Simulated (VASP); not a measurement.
Si2Ru2N, 5 atoms in the cell. It takes space group P6/mmm (No. 191, hexagonal). Conventional cell: a = 3.516 Å, b = 3.516 Å, c = 7.633 Å, α = 90.00°, β = 90.00°, γ = 120.00°. Si (site symmetry -6m2) has 3 Si at 2.03 Å and 3 N at 2.03 Å within 2.7 Å. Ru (site symmetry -6m2) has 3 Ru at 2.03 Å within 2.7 Å. N (site symmetry 6/mmm) has 6 Si at 2.03 Å within 2.7 Å. 

```yaml
Program: VASP 6.6.1
Task: single point
Functional: PBE
Potentials_or_basis: VASP PAW PBE potentials, release 64 (Si, Ru_pv, N)
Cutoff: 520 eV
k_mesh: 6 × 6 × 2
Occupations: gaussian, width 0.1 eV
Spin: collinear spin, ferromagnetic start
Starting_moments: "[0.0, 0.0, 1.0, 1.0, 0.0] μB"
Dipole_correction: no
Further_INCAR_settings: ALGO = Normal; EDIFF = 1e-06; NBANDS = 32
```

Potentials or basis: VASP PAW PBE potentials, release 64 (Si, Ru_pv, N).

Run with:

```console
$ cat potpaw_PBE.64/Si/POTCAR potpaw_PBE.64/Ru_pv/POTCAR potpaw_PBE.64/N/POTCAR > POTCAR
$ mpirun -np 1 vasp_std > vasp.out
```

Hardware: 1 thread of Intel(R) Xeon(R) Platinum 8259CL CPU @ 2.50GHz (Skylake/Cascade Lake), on a shared host.

Question: Estimate the wall time of this run.

Answer: It took 2.2 min on 1 thread of Intel(R) Xeon(R) Platinum 8259CL CPU @ 2.50GHz (Skylake/Cascade Lake) (shared host), peak memory 0.27 GiB. Counts: scf iterations 22, k points 14.
